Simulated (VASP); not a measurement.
# Hf8Si8O31 (a cell with a defect): single point with PBE

The system is Hf8Si8O31 (a cell with a defect).

```
Hf Si O
1.0
     6.57250    0.00000    0.00000
     0.00000    6.57250    0.00000
     0.00000    0.00000   11.92640
Hf Si O
8 8 31
Direct
  0.99989 0.49366 0.12815
  0.49994 0.99859 0.37338
  0.99994 0.50240 0.62575
  0.49992 0.00055 0.87437
  0.99993 0.00696 0.99930
  0.99995 0.99942 0.49479
  0.49991 0.49965 0.25067
  0.49991 0.50171 0.75061
  0.49996 0.99960 0.12492
  0.99994 0.49884 0.37526
  0.49993 0.00174 0.62381
  0.99992 0.50995 0.87802
  0.99992 0.96394 0.23961
  0.49991 0.50140 0.00075
  0.99993 0.00289 0.74875
  0.49991 0.49900 0.50043
  0.49981 0.31452 0.40931
  0.99992 0.81752 0.65865
  0.49998 0.31523 0.91076
  0.68597 0.99831 0.03487
  0.18417 0.50165 0.28388
  0.68579 0.00147 0.53360
  0.18527 0.50934 0.78754
  0.99985 0.17677 0.15930
  0.99996 0.18993 0.66024
  0.49986 0.68398 0.40991
  0.49991 0.68671 0.91045
  0.31386 0.99839 0.03491
  0.31407 0.00137 0.53360
  0.81563 0.50173 0.28393
  0.81461 0.50932 0.78751
  0.50009 0.18597 0.21442
  0.99998 0.68263 0.46606
  0.49989 0.18671 0.71514
  0.99990 0.69013 0.97392
  0.18433 0.99108 0.33667
  0.68603 0.50197 0.09100
  0.18483 0.00151 0.84001
  0.68522 0.49945 0.59108
  0.99994 0.31334 0.46434
  0.49987 0.81317 0.21435
  0.99994 0.32049 0.96604
  0.49996 0.81634 0.71471
  0.31380 0.50184 0.09099
  0.81551 0.99079 0.33670
  0.31464 0.49950 0.59112
  0.81504 0.00157 0.84000
```

- Program: VASP 6.6.1
- Task: single point
- Functional: PBE
- Potentials or basis: VASP PAW PBE potentials, release 64 (Hf_pv, Si, O)
- Cutoff: 520 eV
- k mesh: 2 × 2 × 1
- Occupations: gaussian, width 0.05 eV
- Spin: collinear spin, zero start

| Item | Value |
| --- | --- |
| Pressure | 3.5 GPa |
| Largest force | 0.204 eV/Å |
| Band gap on the k mesh | 3.21 eV |
| Net moment | 0.00 μB per cell |
| Valence electrons inside the program's atomic spheres | Hf 8.20, 8.25, 8.26, 8.29, 8.24, 8.27 (each value once); Si 1.69, 1.68, 1.67, 1.60 (each value once); O 5.18, 5.17, 5.13, 5.16, 5.14 (each value once) |

Forces in eV/Å, atoms in the order of the input:
```
Hf   0.001 -0.152 -0.062
Hf  -0.002 -0.006  0.001
Hf  -0.001  0.002  0.007
Hf   0.001 -0.007 -0.010
Hf   0.000  0.102 -0.048
Hf  -0.002 -0.018 -0.012
Hf   0.000  0.000 -0.004
Hf   0.002  0.008  0.005
Si  -0.003  0.008 -0.004
Si   0.000  0.022  0.000
Si  -0.001  0.002  0.014
Si   0.001  0.000  0.005
Si   0.000  0.007 -0.031
Si   0.001 -0.006 -0.017
Si   0.001 -0.003 -0.012
Si  -0.001  0.005  0.031
O    0.002 -0.135 -0.148
O   -0.001 -0.153 -0.132
O    0.000 -0.127 -0.135
O    0.145 -0.005 -0.123
O    0.129 -0.002 -0.145
O    0.132  0.001 -0.143
O    0.142 -0.009 -0.136
O   -0.001  0.089 -0.124
O    0.000  0.154 -0.133
O    0.000  0.122 -0.150
O    0.000  0.134 -0.140
O   -0.142 -0.004 -0.125
O   -0.131  0.003 -0.142
O   -0.129 -0.005 -0.148
O   -0.144 -0.008 -0.135
O   -0.002  0.137  0.135
O    0.000  0.143  0.127
O   -0.001  0.126  0.135
O    0.001  0.104  0.159
O    0.106 -0.005  0.130
O    0.136 -0.003  0.144
O    0.134  0.000  0.141
O    0.136  0.005  0.137
O    0.000 -0.145  0.120
O    0.001 -0.137  0.133
O   -0.001 -0.114  0.150
O    0.000 -0.131  0.138
O   -0.138 -0.002  0.146
O   -0.102  0.002  0.128
O   -0.136  0.004  0.135
O   -0.135 -0.001  0.141
```

Stress tensor (GPa, compression positive):
```
 3.52  0.00  0.00
 0.00  3.36 -0.75
 0.00 -0.75  3.76
```

Levels at points of the mesh, in eV from the valence-band top:
Spin up:
| k point | band 146 | band 147 | band 148 | band 149 | band 150 | band 151 | band 152 | band 153 |
| --- | --- | --- | --- | --- | --- | --- | --- | --- |
| (0.00, 0.00, 0.00) | -1.90 | -1.86 | -1.70 | -0.57 | 3.52 | 3.79 | 4.12 | 4.23 |
| (0.50, 0.00, 0.00) | -1.97 | -1.97 | -1.88 | -0.46 | 3.21 | 3.73 | 3.97 | 4.02 |
| (0.00, 0.50, 0.00) | -1.96 | -1.85 | -1.77 | -0.02 | 3.62 | 3.70 | 3.93 | 3.97 |
| (0.50, 0.50, 0.00) | -2.23 | -2.18 | -2.04 | 0.00 | 3.42 | 3.47 | 3.66 | 3.69 |
Spin down:
```
           k point  band 145  band 146  band 147  band 148  band 149  band 150  band 151  band 152  band 153  band 154
(0.00, 0.00, 0.00)     -1.97     -1.90     -1.86     -1.70     -0.57      3.52      3.79      4.12      4.23      4.27
(0.50, 0.00, 0.00)     -1.98     -1.97     -1.97     -1.88     -0.46      3.21      3.73      3.97      4.02      4.02
(0.00, 0.50, 0.00)     -2.02     -1.96     -1.85     -1.77     -0.02      3.62      3.70      3.93      3.97      4.01
(0.50, 0.50, 0.00)     -2.23     -2.23     -2.18     -2.04      0.00      3.42      3.47      3.66      3.69      3.71
```

Run time: 35 min on 1 thread of Oxide Virtual Turin-like Processor (shared host), peak memory 0.94 GiB.

Caveat: the k points lie up to 0.53 Å⁻¹ apart; spin-orbit coupling is left out, which moves the levels of the heavy elements.
